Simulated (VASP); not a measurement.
# La (Im-3m) in VASP: single point with LDA

Aim: the single point of La with LDA.

Program: VASP 6.6.1. These are calculated values, not measurements. Logs are shortened: lines on timing, memory, paths and dates and some standing lists are left out, and cuts for length are marked.

## Step 1: The cell of the first run

Symmetry: Im-3m, No. 229, cubic system. The conventional cell has a = 4.056 Å, b = 4.056 Å, c = 4.056 Å, α = 90.00°, β = 90.00°, γ = 90.00°. La (site symmetry m-3m) has 14 La at 3.51 to 4.06 Å within 4.6 Å.

This isn't the form of La at room conditions, which is double hcp.

## Step 2: Single point, LDA

Input file INCAR:

```
SYSTEM = La
ALGO = Normal
EDIFF = 1E-6
ENCUT = 520
ISIF = 2
ISMEAR = -1
LASPH = .True.
LCHARG = .False.
LREAL = .False.
LWAVE = .False.
NBANDS = 12
NELM = 60
PREC = Accurate
SIGMA = 0.13605693000000002
```

Input file KPOINTS:

```
k-points
0
Gamma
  11 11 11
  0 0 0
```

Input file POSCAR:

```
La
1.0
   -2.0277993089      2.0277993089      2.0277993089
    2.0277993089     -2.0277993089      2.0277993089
    2.0277993089      2.0277993089     -2.0277993089
La
1
Direct
    0.0000000000      0.0000000000      0.0000000000
```

Potentials or basis: VASP PAW LDA potentials, release 64 (La).

Launch:

```sh
$ cat potpaw_LDA.64/La/POTCAR > POTCAR
$ mpirun -np 1 vasp_std > vasp.out
```

OUTCAR:

```text
SYSTEM = La
   EDIFF = 1E-6
   ENCUT = 520
   ISIF = 2
   ISMEAR = -1
   LASPH = .True.
   LREAL = .False.
   NELM = 60
   PREC = Accurate

 ion  position               nearest neighbor table
   1  0.000  0.000  0.000-

  LATTYP: Found a body centered cubic cell.
 ALAT       =     4.0555986178

  Lattice vectors:

 A1 = (  -2.0277993089,   2.0277993089,   2.0277993089)
 A2 = (   2.0277993089,  -2.0277993089,   2.0277993089)
 A3 = (   2.0277993089,   2.0277993089,  -2.0277993089)

Analysis of symmetry for initial positions (statically):
=====================================================================
 Subroutine PRICEL returns:
 Original cell was already a primitive cell.

 Routine SETGRP: Setting up the symmetry group for a
 body centered cubic supercell.

 Subroutine GETGRP returns: Found 48 space group operations
 (whereof 48 operations were pure point group operations)
 out of a pool of 48 trial point group operations.

The static configuration has the point symmetry O_h .

Analysis of symmetry for dynamics (positions and initial velocities):
=====================================================================
 Subroutine PRICEL returns:
 Original cell was already a primitive cell.

 Routine SETGRP: Setting up the symmetry group for a
 body centered cubic supercell.

 Subroutine GETGRP returns: Found 48 space group operations
 (whereof 48 operations were pure point group operations)
 out of a pool of 48 trial point group operations.

The dynamic configuration has the point symmetry O_h .

 Subroutine INISYM returns: Found 48 space group operations
 (whereof 48 operations are pure point group operations),
 and found     1 'primitive' translations

----------------------------------------------------------------------------------------

                                     Primitive cell

  volume of cell :      33.3530

  direct lattice vectors                    reciprocal lattice vectors
    -2.027799309  2.027799309  2.027799309     0.000000000  0.246572724  0.246572724
     2.027799309 -2.027799309  2.027799309     0.246572724  0.000000000  0.246572724
     2.027799309  2.027799309 -2.027799309     0.246572724  0.246572724  0.000000000

  length of vectors
     3.512251431  3.512251431  3.512251431     0.348706491  0.348706491  0.348706491

  position of ions in fractional coordinates (direct lattice)
     0.000000000  0.000000000  0.000000000

  ion indices of the primitive-cell ions
   primitive index   ion index
                 1           1

----------------------------------------------------------------------------------------

 KPOINTS: k-points

Automatic generation of k-mesh.
 Grid dimensions read from file:
 generate k-points for:   11   11   11

 Generating k-lattice:

  Cartesian coordinates                     Fractional coordinates (reciprocal lattice)
     0.000000000  0.022415702  0.022415702     0.090909091  0.000000000  0.000000000
     0.022415702  0.000000000  0.022415702     0.000000000  0.090909091  0.000000000
     0.022415702  0.022415702  0.000000000     0.000000000  0.000000000  0.090909091

  Length of vectors
     0.031700590  0.031700590  0.031700590

  Shift w.r.t. Gamma in fractional coordinates (k-lattice)
     0.000000000  0.000000000  0.000000000

 Subroutine IBZKPT returns following result:
 ===========================================

 Found     56 irreducible k-points:

 Following reciprocal coordinates:
            Coordinates               Weight
  0.000000  0.000000  0.000000      1.000000
  0.090909  0.000000  0.000000     12.000000
  0.181818  0.000000  0.000000     12.000000
  0.272727  0.000000  0.000000     12.000000
  0.363636  0.000000  0.000000     12.000000
  0.454545  0.000000  0.000000     12.000000
[... 16 lines left out ...]
  0.272727  0.181818  0.090909     48.000000
  0.363636  0.181818  0.090909     24.000000
 [... further k-points ...]
   k-points           NKPTS =     56   k-points in BZ     NKDIM =     56   number of bands    NBANDS=     12
   number of dos      NEDOS =    301   number of ions     NIONS =      1
   total plane-waves  NPLWV =  21952
   dimension x,y,z NGX =    28 NGY =   28 NGZ =   28
   dimension x,y,z NGXF=    56 NGYF=   56 NGZF=   56
   ions per type =               1
   NGX,Y,Z   is equivalent  to a cutoff of  13.25, 13.25, 13.25 a.u.
   NGXF,Y,Z  is equivalent  to a cutoff of  26.51, 26.51, 26.51 a.u.
 SYSTEM =  La
   PREC   = accura    normal or accurate (medium, high low for compatibility)
   ISTART =      0    job   : 0-new  1-cont  2-samecut
   ICHARG =      2    charge: 1-file 2-atom 10-const
   ISPIN  =      1    spin polarized calculation?
   LNONCOLLINEAR =      F non collinear calculations
   LSORBIT =      F    spin-orbit coupling
   LASPH  =      T    aspherical Exc in radial PAW
   ENCUT  =  520.0 eV  38.22 Ry    6.18 a.u.   6.53  6.53  6.53*2*pi/ulx,y,z
   NELM   =     60;   NELMIN=  2; NELMDL= -5     # of ELM steps
   EDIFF  = 0.1E-05   stopping-criterion for ELM
   LREAL  =      F    real-space projection
   EDIFFG = 0.1E-04   stopping-criterion for IOM
   NSW    =      0    number of steps for IOM
   IBRION =     -1    ionic relax: 0-MD 1-quasi-New 2-CG
   NFREE  =      0    steps in history (QN), initial steepest desc. (CG)
   ISIF   =      2    stress and relaxation
   ISYM   =      2    0-nonsym 1-usesym 2-fastsym
   POTIM  = 0.5000    time-step for ionic-motion
   TEBEG  =    0.0;   TEEND  =   0.0 temperature during run
   PSTRESS=    0.0 pullay stress
   NELECT =      11.0000    total number of electrons
   NUPDOWN=      -1.0000    fix difference up-down
   EMIN   =  10.00;   EMAX   =-10.00  energy-range for DOS
   EFERMI =   0.00;   METHOD = LEGACY
   ISMEAR =    -1;   SIGMA  =   0.14  broadening in eV -4-tet -1-fermi 0-gaus
   EFERMI_NEDOS =   21; number of points for ismear=-14 and -15
   IALGO  =     38    algorithm
   IMIX   =      4    mixing-type and parameters
     AMIX     =   0.40;   BMIX     =  1.00
     AMIX_MAG =   1.60;   BMIX_MAG =  1.00
  volume/ion in A,a.u.               =      33.35       225.08
  Fermi-wavevector in a.u.,A,eV,Ry     =   1.131082  2.137435 17.406566  1.279346
  Thomas-Fermi vector in A             =   2.267780
   LORBIT       =      0    0 simple, 1 ext, 2 COOP (PROOUT), +10 PAW based schemes
   GGA     = CA    functional components
   LHFCALC =     F    Hartree Fock is set to
   AEXX    =    0.0000 exact exchange contribution
   IVDW    =     0    specifies the selected vdW correction
   LEPSILON=     F    determine dielectric tensor
   LRPA    =     F    only Hartree local field effects (RPA)
 non-spin polarized calculation
  energy-cutoff  :      520.00
  volume of cell :       33.35
 maximum number of plane-waves:       935
 NGX is ok and might be reduce to    28
   NGX = 13   NGY = 13   NGZ = 13

 number of electron      10.9999999 magnetization

 Free energy of the ion-electron system (eV)
  ---------------------------------------------------
  ext. energy  EPLUGINS =         0.00000000
  ---------------------------------------------------
  free energy    TOTEN  =        -5.50913672 eV

  energy without entropy =       -5.36983704  energy(sigma->0) =       -5.43948688

 E-fermi :   8.7033     XC(G=0): -10.2073

 val. band max:        8.7015769857   @ k =   0.1818   0.1818   0.0909
 cond. band min:       8.7041366333   @ k =   0.3636   0.1818   0.0909
 fundamental gap:      0.0025596477
 Fermi energy:         8.7032744352

 k-point     1 :       0.0000    0.0000    0.0000
  band No.  band energies     occupation
      1     -23.9186      2.00000
      2      -6.6363      2.00000
      3      -6.6363      2.00000
      4      -6.6363      2.00000
      5       5.6407      2.00000
      6      10.2092      0.00003
      7      10.2092      0.00003
      8      10.2092      0.00003
      9      10.2903      0.00002
     10      10.2903      0.00002
     11      10.2903      0.00002
     12      11.1018      0.00000

 k-point     2 :       0.0909    0.0000    0.0000
  band No.  band energies     occupation
      1     -23.8942      2.00000
      2      -6.8118      2.00000
      3      -6.6865      2.00000
      4      -6.6390      2.00000
      5       5.9430      2.00000
      6       9.8128      0.00057
      7       9.8267      0.00052
      8      10.1994      0.00003
      9      10.3755      0.00001
     10      10.5628      0.00000
     11      10.5654      0.00000
     12      11.0720      0.00000

 k-point     3 :       0.1818    0.0000    0.0000
  band No.  band energies     occupation
      1     -23.8278      2.00000
      2      -7.2548      2.00000
      3      -6.8177      2.00000
      4      -6.6461      2.00000
      5       6.6506      2.00000
      6       9.3564      0.01631
      7       9.4046      0.01148
      8      10.1831      0.00004
      9      10.5017      0.00000
     10      10.6981      0.00000
     11      10.7586      0.00000
     12      11.0187      0.00000

 k-point     4 :       0.2727    0.0000    0.0000
  band No.  band energies     occupation
      1     -23.7387      2.00000
      2      -7.7866      2.00000
      3      -6.9826      2.00000
      4      -6.6558      2.00000
      5       7.0983      1.99998
      6       8.9206      0.33668
      7       9.5418      0.00420
      8      10.1838      0.00004
      9      10.5771      0.00000
     10      10.7313      0.00000
     11      10.8712      0.00000
     12      11.0008      0.00000

 k-point     5 :       0.3636    0.0000    0.0000
  band No.  band energies     occupation
      1     -23.6548      2.00000
      2      -8.2385      2.00000
      3      -7.1279      2.00000
      4      -6.6650      2.00000
      5       6.9636      1.99999
      6       8.5925      1.38592
      7      10.1720      0.00004
      8      10.2041      0.00003
      9      10.6184      0.00000
     10      10.8377      0.00000
     11      10.9309      0.00000
     12      11.0238      0.00000
[... 228 lines left out ...]
      1     -23.8703      2.00000
      2      -6.8795      2.00000
      3      -6.7375      2.00000
      4      -6.7375      2.00000
      5       6.2350      2.00000
      6       9.7924      0.00067
      7       9.7924      0.00067
      8       9.9288      0.00024
      9      10.2743      0.00002
     10      10.7001      0.00000
     11      10.7001      0.00000
     12      10.9861      0.00000

 k-point    22 :       0.1818    0.1818    0.0909
  band No.  band energies     occupation
      1     -23.6475      2.00000
      2      -8.1164      2.00000
      3      -7.1537      2.00000
      4      -6.9184      2.00000
      5       8.1343      1.96992
      6       8.7016      1.00624
      7       9.1141      0.09308
      8      10.5186      0.00000
      9      10.6970      0.00000
     10      10.7721      0.00000
     11      10.8262      0.00000
     12      11.0386      0.00000

 k-point    23 :       0.2727    0.1818    0.0909
  band No.  band energies     occupation
      1     -23.5973      2.00000
      2      -8.2121      2.00000
      3      -7.4081      2.00000
      4      -6.9724      2.00000
      5       8.0418      1.98465
      6       8.7073      0.98530
      7       9.8929      0.00032
      8      10.5497      0.00000
      9      10.6660      0.00000
     10      10.8588      0.00000
     11      10.8818      0.00000
     12      11.0328      0.00000

 k-point    24 :       0.3636    0.1818    0.0909
  band No.  band energies     occupation
      1     -23.5784      2.00000
      2      -8.2257      2.00000
      3      -7.5289      2.00000
      4      -6.9885      2.00000
      5       7.9738      1.99066
      6       8.7041      0.99683
      7      10.3165      0.00001
      8      10.5385      0.00000
      9      10.6368      0.00000
     10      10.9112      0.00000
     11      10.9512      0.00000
     12      10.9637      0.00000

 [... further k-points ...]

------------------------ aborting loop because EDIFF is reached ----------------------------------------

  FORCE on cell =-STRESS in cart. coord.  units (eV):
  Direction    XX          YY          ZZ          XY          YZ          ZX
  --------------------------------------------------------------------------------------
  -------------------------------------------------------------------------------------
  Total       -0.0324815     -0.0324815     -0.0324815     -0.0000000     -0.0000000      0.0000000
  in kB       -1.5603113     -1.5603113     -1.5603113     -0.0000000     -0.0000000      0.0000000
  external PRESSURE =      -1.5603113 kB  Pullay stress =       0.0000000 kB

 VOLUME and BASIS-vectors are now :
 -----------------------------------------------------------------------------
  energy-cutoff  :      520.00
  volume of cell :       33.35
      direct lattice vectors                 reciprocal lattice vectors
    -2.027799309  2.027799309  2.027799309     0.000000000  0.246572724  0.246572724
     2.027799309 -2.027799309  2.027799309     0.246572724  0.000000000  0.246572724
     2.027799309  2.027799309 -2.027799309     0.246572724  0.246572724  0.000000000

 POSITION                                       TOTAL-FORCE (eV/Angst)
 -----------------------------------------------------------------------------------
      0.00000      0.00000      0.00000         0.000000     -0.000000     -0.000000
 -----------------------------------------------------------------------------------
    total drift:                               -0.000000      0.000000     -0.000000

  FREE ENERGIE OF THE ION-ELECTRON SYSTEM (eV)
  ---------------------------------------------------
  free  energy   TOTEN  =        -5.5091367217 eV

  energy  without entropy=       -5.3698370377  energy(sigma->0) =       -5.43948688
```

It took 22 s on 1 thread of Intel Xeon 8259CL, shared host; peak memory 0.17 GiB.

Results:

```yaml
Free_energy: -5.5091 eV
Pressure: -0.2 GPa
Band_gap_on_the_k_mesh: zero (an odd number of electrons rules out a gap without spin polarisation)
```

Levels at points of the mesh, in eV from the Fermi level:
| k point | band 1 | band 2 | band 3 | band 4 | band 5 | band 6 | band 7 | band 8 | band 9 | band 10 |
| --- | --- | --- | --- | --- | --- | --- | --- | --- | --- | --- |
| (0.00, 0.00, 0.00) | -32.62 | -15.34 | -15.34 | -15.34 | -3.06 | 1.51 | 1.51 | 1.51 | 1.59 | 1.59 |

Caveat: spin-orbit coupling is left out, which moves the levels of the heavy elements.
